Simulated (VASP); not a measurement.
CdF2:

```
CELL_PARAMETERS angstrom
0.00000 2.58162 2.58162
2.58162 0.00000 2.58162
2.58162 2.58162 0.00000
ATOMIC_POSITIONS crystal
Cd 0.00000 0.00000 0.00000
F 0.25000 0.25000 0.25000
F 0.75000 0.75000 0.75000
```

Base run:

| Item | Value |
| --- | --- |
| Program | VASP 6.6.1 |
| Functional | LDA |
| Potentials or basis | VASP PAW LDA potentials, release 64 (Cd_sv_GW, F) |
| Cutoff | 600 eV |
| k mesh | 6 × 6 × 6 |
| Occupations | methfessel-paxton, width 0.01 eV |
| Spin | no spin polarisation |

Its results: band gap on the k mesh 3.30 eV, indirect (least direct gap 3.56 eV); pressure 11.3 GPa.

**Question.** The run is repeated on the same cell with these changes: potentials or basis from VASP PAW LDA potentials, release 64 (Cd_sv_GW, F) to VASP PAW LDA potentials, release 64 (Cd, F); cutoff from 600 eV to 520 eV; further incar settings from ALGO = Normal; EDIFF = 1e-06; NBANDS = 24 to ALGO = Normal; EDIFF = 1e-07; NBANDS = 20; valence electrons from 34 to 26. What comes out?

**Answer.** Band gap on the k mesh 3.28 eV, indirect (least direct gap 3.54 eV); pressure 13.7 GPa.

A k mesh can miss the band edges.
